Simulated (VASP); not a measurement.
Na2H:

```
Na H
1.0
     3.36638    0.00000    0.00000
     0.00000    3.36638    0.00000
     0.00000    0.00000    5.70939
Na H
2 1
Direct
  0.00000 0.00000 0.01381
  0.50000 0.50000 0.50814
  0.00000 0.00000 0.47804
```

* Program: VASP 6.6.1
* Task: relaxation of cell and atoms
* Functional: PBE
* Potentials or basis: VASP PAW PBE potentials, release 64 (Na_pv, H)
* Cutoff: 600 eV
* k mesh: 6 × 6 × 4
* Occupations: gaussian, width 0.1 eV
* Spin: no spin polarisation

At the start: pressure 0.2 GPa; volume 21.57 Å³/atom.

How do energy, volume and symmetry change on relaxing?

Over 15 steps the energy falls by 12.2 meV/atom and the volume is 22.82 Å³/atom (+5.8 %); space group P4mm (No. 99, to 0.05 Å).

The path:
```
step  energy change (eV)  largest force (eV/Å)  pressure (GPa)  volume (Å³)
   1              0.0000                0.0418            0.25        64.70
   2             -0.0018                0.0439            0.21        65.02
   3             -0.0063                0.0508            0.09        65.95
   4             -0.0111                0.0585           -0.12        67.82
   5             -0.0070                0.0650           -0.41        71.53
   6             -0.0118                0.0618           -0.25        68.87
   7             -0.0141                0.0678           -0.08        68.24
   8             -0.0145                0.0747            0.13        67.56
   9             -0.0165                0.0795            0.15        67.50
  10             -0.0227                0.0853            0.20        67.32
  11             -0.0304                0.0715            0.41        66.94
  12             -0.0342                0.0591            0.11        68.04
  13             -0.0346                0.0541            0.02        68.53
  14             -0.0353                0.0438            0.01        68.52
  15             -0.0365                0.0160           -0.05        68.47
```

Final structure:
```xyz
3
Lattice="3.3119 0.0000 0.0000 0.0000 3.3119 0.0000 0.0000 0.0000 6.2423" Properties=species:S:1:pos:R:3 pbc="T T T"
Na    0.0000    0.0000    0.2960
Na    1.6560    1.6560    3.2449
H     0.0000    0.0000    2.7014
```
